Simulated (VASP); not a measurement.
A run of VASP 6.6.1 is set up as follows.

The input INCAR:

```
PREC = Accurate ; ENCUT = 520
EDIFF = 1E-7 ; ISMEAR = -1
SIGMA = 0.06122561905347299 ; LREAL = False
LASPH = True ; NELM = 100
ALGO = Normal ; ISIF = 2
LWAVE = False ; LCHARG = True
GGA = PE ; LELF = True
LVHAR = True ; NBANDS = 18
```

KPOINTS

```
Automatic mesh
0
Gamma
  38 38 38
```

The input POSCAR:

```
Fe2O
1.0
    0.0000000000      2.4494910484      2.4494910484
    2.4494910484      0.0000000000      2.4494910484
    2.4494910484      2.4494910484      0.0000000000
Fe O
2 1
Direct
    0.2500000000      0.2500000000      0.2500000000
    0.7500000000      0.7500000000      0.7500000000
    0.0000000000      0.0000000000      0.0000000000
```

Potentials or basis: VASP PAW PBE potentials, release 64 (Fe, O).

The run is started by

```console
$ cat potpaw_PBE.64/Fe/POTCAR potpaw_PBE.64/O/POTCAR > POTCAR
$ mpirun -np 1 vasp_std > vasp.out
```

**Question.** Estimate the band gap on the k mesh.

**Answer.** Zero (bands 11 and 12 overlap by 1.07 eV).

**Question.** Predict the pressure.

**Answer.** 0.5 GPa.

Caveat: the run has no spin polarisation, though such a crystal can be magnetic. With open d or f shells a metallic result of PBE can be an artefact of self-interaction; +U or a hybrid may open a gap.
